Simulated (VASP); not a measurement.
Wanted: the native input for a VASP 6.6.1 run.

```
Task                   : electric field gradients
Functional             : r2SCAN
Potentials or basis    : VASP PAW PBE potentials, release 64 (Ge_d)
Cutoff                 : 520 eV
k mesh                 : 11 × 11 × 11
Occupations            : fermi-dirac, width 0.05 eV
Spin                   : no spin polarisation
Dipole correction      : no
Further INCAR settings : ALGO = Normal; EDIFF = 1e-08; NBANDS = 21
```

The system is Ge.

```
Ge
1.0
     0.00000    2.78000    2.78000
     2.78000    0.00000    2.78000
     2.78000    2.78000    0.00000
Ge
2
Cartesian
  0.0000 0.0000 0.0000
  1.3900 1.3900 1.3900
```

The input as run:

POSCAR

```
Ge
1.0
    0.0000000000      2.7799969114      2.7799969114
    2.7799969114      0.0000000000      2.7799969114
    2.7799969114      2.7799969114      0.0000000000
Ge
2
Direct
    0.0000000000      0.0000000000      0.0000000000
    0.2500000000      0.2500000000      0.2500000000
```

INCAR.step1

```
SYSTEM = Ge
ALGO = Normal
EDIFF = 1E-4
ENCUT = 520
GGA = PE
ISMEAR = -1
LASPH = .TRUE.
LCHARG = .FALSE.
LREAL = .FALSE.
LWAVE = .TRUE.
NBANDS = 21
NELM = 60
PREC = Accurate
SIGMA = 0.05
```

INCAR.step2

```
SYSTEM = Ge
ALGO = Normal
EDIFF = 1E-8
ENCUT = 520
ISIF = 2
ISMEAR = -1
ISTART = 1
LASPH = .TRUE.
LCHARG = .FALSE.
LEFG = .TRUE.
LMIXTAU = .TRUE.
LREAL = .FALSE.
LWAVE = .FALSE.
METAGGA = R2SCAN
NBANDS = 21
NELM = 60
PREC = Accurate
SIGMA = 0.05
```

KPOINTS

```
k-points
0
G
  11 11 11
  0 0 0
```

Potentials or basis: VASP PAW PBE potentials, release 64 (Ge_d).

Command:

```sh
$ cat potpaw_PBE.64/Ge_d/POTCAR > POTCAR
$ cp INCAR.step1 INCAR
$ mpirun -np 1 vasp_std > vasp.out
$ cp INCAR.step2 INCAR
$ mpirun -np 1 vasp_std > vasp.out
```

Results of the run:

```
Pressure                                : 5.1 GPa
Band gap on the k mesh                  : 0.64 eV (least direct gap 0.92 eV)
Largest electric field gradient by atom : under 0.05 V/Å² on every atom
```

Caveat: the cell stands under pressure; semilocal functionals underestimate gaps, and a narrow one can read as zero; the PAW data sets were made with another functional, which shifts forces and pressure a little; an odd mesh through Γ misses points on the zone boundary, where band edges can lie.

Run time: 6.6 min on 1 thread of Intel Xeon 8259CL, on a shared host, peak memory 0.19 GiB.
